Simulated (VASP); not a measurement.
# Si (Fd-3m) in VASP: a series of runs, part 2 of 2

VASP 6.6.1. Earlier steps stand in the parts before.

### Step 3. Single point, PBE

INCAR

```
SYSTEM = Si
ALGO = Normal
EDIFF = 1E-6
ENCUT = 500
GGA = PE
GGA_COMPAT = .False.
ISIF = 2
ISMEAR = -1
LASPH = .True.
LCHARG = .True.
LELF = .True.
LREAL = .False.
LVHAR = .True.
LWAVE = .False.
NBANDS = 26
NELM = 120
PREC = Accurate
SIGMA = 0.01
```

KPOINTS

```
k-points
0
Gamma
  3 3 3
  0 0 0
```

POSCAR

```
Si
1.0
    5.4697269700      0.0000000000      0.0000000000
    0.0000000000      5.4697269700      0.0000000000
    0.0000000000      0.0000000000      5.4697269700
Si
8
Direct
    0.2500000000      0.2500000000      0.7500000000
    0.2500000000      0.7500000000      0.2500000000
    0.7500000000      0.2500000000      0.2500000000
    0.7500000000      0.7500000000      0.7500000000
    0.0000000000      0.0000000000      0.5000000000
    0.0000000000      0.5000000000      0.0000000000
    0.5000000000      0.0000000000      0.0000000000
    0.5000000000      0.5000000000      0.5000000000
```

Potentials or basis: VASP PAW PBE potentials, release 64 (Si).

Run with:

```sh
$ cat potpaw_PBE.64/Si/POTCAR > POTCAR
$ mpirun -np 1 vasp_std > vasp.out
```

OUTCAR:

```text
SYSTEM = Si
   EDIFF = 1E-6
   ENCUT = 500
   GGA = PE
   ISIF = 2
   ISMEAR = -1
   LASPH = .True.
   LREAL = .False.
   NELM = 120
   PREC = Accurate

 ion  position               nearest neighbor table
   1  0.250  0.250  0.750-   5 2.37   6 2.37   7 2.37   8 2.37
   2  0.250  0.750  0.250-   5 2.37   6 2.37   7 2.37   8 2.37
   3  0.750  0.250  0.250-   5 2.37   6 2.37   7 2.37   8 2.37
   4  0.750  0.750  0.750-   5 2.37   6 2.37   7 2.37   8 2.37
   5  0.000  0.000  0.500-   1 2.37   2 2.37   3 2.37   4 2.37
   6  0.000  0.500  0.000-   1 2.37   2 2.37   3 2.37   4 2.37
   7  0.500  0.000  0.000-   1 2.37   2 2.37   3 2.37   4 2.37
   8  0.500  0.500  0.500-   1 2.37   2 2.37   3 2.37   4 2.37

  LATTYP: Found a simple cubic cell.
 ALAT       =     5.4697269700

  Lattice vectors:

 A1 = (   5.4697269700,   0.0000000000,   0.0000000000)
 A2 = (   0.0000000000,   5.4697269700,   0.0000000000)
 A3 = (   0.0000000000,   0.0000000000,   5.4697269700)

Analysis of symmetry for initial positions (statically):
=====================================================================
 Subroutine PRICEL returns following result:

  LATTYP: Found a face centered cubic cell.
 ALAT       =     5.4697269700

  Lattice vectors:

 A1 = (   2.7348634850,  -2.7348634850,   0.0000000000)
 A2 = (   2.7348634850,   0.0000000000,   2.7348634850)
 A3 = (   0.0000000000,  -2.7348634850,   2.7348634850)

   4 primitive cells build up your supercell.

 Routine SETGRP: Setting up the symmetry group for a
 simple cubic supercell.

 Subroutine GETGRP returns: Found 48 space group operations
 (whereof 24 operations were pure point group operations)
 out of a pool of 48 trial point group operations.

The static configuration has the point symmetry T_d .
 The point group associated with its full space group is O_h .

Analysis of symmetry for dynamics (positions and initial velocities):
=====================================================================
 Subroutine PRICEL returns following result:

  LATTYP: Found a face centered cubic cell.
 ALAT       =     5.4697269700

  Lattice vectors:

 A1 = (   2.7348634850,  -2.7348634850,   0.0000000000)
 A2 = (   2.7348634850,   0.0000000000,   2.7348634850)
 A3 = (   0.0000000000,  -2.7348634850,   2.7348634850)

   4 primitive cells build up your supercell.

 Routine SETGRP: Setting up the symmetry group for a
 simple cubic supercell.

 Subroutine GETGRP returns: Found 48 space group operations
 (whereof 24 operations were pure point group operations)
 out of a pool of 48 trial point group operations.

The dynamic configuration has the point symmetry T_d .
 The point group associated with its full space group is O_h .

 Subroutine INISYM returns: Found 48 space group operations
 (whereof 24 operations are pure point group operations),
 and found     4 'primitive' translations

----------------------------------------------------------------------------------------

[... 37 lines left out ...]
     0.060941494  0.060941494  0.060941494

  Shift w.r.t. Gamma in fractional coordinates (k-lattice)
     0.000000000  0.000000000  0.000000000

 Subroutine IBZKPT returns following result:
 ===========================================

 Found      4 irreducible k-points:

 Following reciprocal coordinates:
            Coordinates               Weight
  0.000000  0.000000  0.000000      1.000000
  0.333333  0.000000  0.000000      6.000000
  0.333333  0.333333  0.000000     12.000000
  0.333333  0.333333  0.333333      8.000000
   k-points           NKPTS =      4   k-points in BZ     NKDIM =      4   number of bands    NBANDS=     26
   number of dos      NEDOS =    301   number of ions     NIONS =      8
   total plane-waves  NPLWV =  64000
   dimension x,y,z NGX =    40 NGY =   40 NGZ =   40
   dimension x,y,z NGXF=    80 NGYF=   80 NGZF=   80
   ions per type =               8
   NGX,Y,Z   is equivalent  to a cutoff of  12.16, 12.16, 12.16 a.u.
   NGXF,Y,Z  is equivalent  to a cutoff of  24.32, 24.32, 24.32 a.u.
 SYSTEM =  Si
   PREC   = accura    normal or accurate (medium, high low for compatibility)
   ISTART =      0    job   : 0-new  1-cont  2-samecut
   ICHARG =      2    charge: 1-file 2-atom 10-const
   ISPIN  =      1    spin polarized calculation?
   LNONCOLLINEAR =      F non collinear calculations
   LSORBIT =      F    spin-orbit coupling
   LASPH  =      T    aspherical Exc in radial PAW
   ENCUT  =  500.0 eV  36.75 Ry    6.06 a.u.   9.97  9.97  9.97*2*pi/ulx,y,z
   NELM   =    120;   NELMIN=  2; NELMDL= -5     # of ELM steps
   EDIFF  = 0.1E-05   stopping-criterion for ELM
   LREAL  =      F    real-space projection
   EDIFFG = 0.1E-04   stopping-criterion for IOM
   NSW    =      0    number of steps for IOM
   IBRION =     -1    ionic relax: 0-MD 1-quasi-New 2-CG
   NFREE  =      0    steps in history (QN), initial steepest desc. (CG)
   ISIF   =      2    stress and relaxation
   ISYM   =      2    0-nonsym 1-usesym 2-fastsym
   POTIM  = 0.5000    time-step for ionic-motion
   TEBEG  =    0.0;   TEEND  =   0.0 temperature during run
   PSTRESS=    0.0 pullay stress
   NELECT =      32.0000    total number of electrons
   NUPDOWN=      -1.0000    fix difference up-down
   EMIN   =  10.00;   EMAX   =-10.00  energy-range for DOS
   EFERMI =   0.00;   METHOD = LEGACY
   ISMEAR =    -1;   SIGMA  =   0.01  broadening in eV -4-tet -1-fermi 0-gaus
   EFERMI_NEDOS =   21; number of points for ismear=-14 and -15
   IALGO  =     38    algorithm
   IMIX   =      4    mixing-type and parameters
     AMIX     =   0.40;   BMIX     =  1.00
     AMIX_MAG =   1.60;   BMIX_MAG =  1.00
  volume/ion in A,a.u.               =      20.46       138.04
  Fermi-wavevector in a.u.,A,eV,Ry     =   0.950224  1.795662 12.285041  0.902925
  Thomas-Fermi vector in A             =   2.078580
   LORBIT       =      0    0 simple, 1 ext, 2 COOP (PROOUT), +10 PAW based schemes
   GGA     = PE    functional components
   LHFCALC =     F    Hartree Fock is set to
   AEXX    =    0.0000 exact exchange contribution
   IVDW    =     0    specifies the selected vdW correction
   LEPSILON=     F    determine dielectric tensor
   LRPA    =     F    only Hartree local field effects (RPA)
 non-spin polarized calculation
  energy-cutoff  :      500.00
  volume of cell :      163.64
 maximum number of plane-waves:      4173
 NGX is ok and might be reduce to    40
   NGX = 19   NGY = 19   NGZ = 19

 number of electron      31.9999997 magnetization

 Free energy of the ion-electron system (eV)
  ---------------------------------------------------
  ext. energy  EPLUGINS =         0.00000000
  ---------------------------------------------------
  free energy    TOTEN  =       -43.28293555 eV

  energy without entropy =      -43.28293555  energy(sigma->0) =      -43.28293555

 E-fermi :   5.8678     XC(G=0):  -9.3194

 val. band max:        5.6206836015   @ k =   0.0000   0.0000   0.0000
 cond. band min:       6.3690689515   @ k =   0.0000   0.0000   0.0000
 fundamental gap:      0.7483853500
 Fermi energy:         5.8677529257

 k-point     1 :       0.0000    0.0000    0.0000
  band No.  band energies     occupation
      1      -6.1922      2.00000
      2      -2.1249      2.00000
      3      -2.1249      2.00000
      4      -2.1249      2.00000
      5      -2.1249      2.00000
      6      -2.1249      2.00000
[... 105 lines left out ...]
     25       9.6786      0.00000
     26      10.2208      0.00000

------------------------ aborting loop because EDIFF is reached ----------------------------------------

  FORCE on cell =-STRESS in cart. coord.  units (eV):
  Direction    XX          YY          ZZ          XY          YZ          ZX
  --------------------------------------------------------------------------------------
  -------------------------------------------------------------------------------------
  Total        0.0499653      0.0499653      0.0499653      0.0000000      0.0000000      0.0000000
  in kB        0.4891953      0.4891953      0.4891953      0.0000000      0.0000000      0.0000000
  external PRESSURE =       0.4891953 kB  Pullay stress =       0.0000000 kB

 VOLUME and BASIS-vectors are now :
 -----------------------------------------------------------------------------
  energy-cutoff  :      500.00
  volume of cell :      163.64
      direct lattice vectors                 reciprocal lattice vectors
     5.469726970  0.000000000  0.000000000     0.182824482  0.000000000  0.000000000
     0.000000000  5.469726970  0.000000000     0.000000000  0.182824482  0.000000000
     0.000000000  0.000000000  5.469726970     0.000000000  0.000000000  0.182824482

 POSITION                                       TOTAL-FORCE (eV/Angst)
 -----------------------------------------------------------------------------------
      1.36743      1.36743      4.10230         0.000000     -0.000000      0.000000
      1.36743      4.10230      1.36743         0.000000      0.000000      0.000000
      4.10230      1.36743      1.36743         0.000000     -0.000000      0.000000
      4.10230      4.10230      4.10230         0.000000      0.000000      0.000000
      0.00000      0.00000      2.73486        -0.000000      0.000000     -0.000000
      0.00000      2.73486      0.00000        -0.000000     -0.000000     -0.000000
      2.73486      0.00000      0.00000        -0.000000      0.000000     -0.000000
      2.73486      2.73486      2.73486        -0.000000     -0.000000     -0.000000
 -----------------------------------------------------------------------------------
    total drift:                                0.000000      0.000000      0.000000

  FREE ENERGIE OF THE ION-ELECTRON SYSTEM (eV)
  ---------------------------------------------------
  free  energy   TOTEN  =       -43.2829355454 eV

  energy  without entropy=      -43.2829355454  energy(sigma->0) =      -43.28293555
```

Wall time 17 s (1 thread of Intel Xeon Platinum 8259CL at 2.50GHz (Skylake/Cascade Lake), shared host); peak memory 0.22 GiB.

What came out:

```yaml
Free_energy: -43.2829 eV
Pressure: 0.0 GPa
Band_gap_on_the_k_mesh: 0.75 eV
```

Caveat: semilocal functionals underestimate gaps, and a narrow one can read as zero; an odd mesh through Γ misses points on the zone boundary, where band edges can lie.
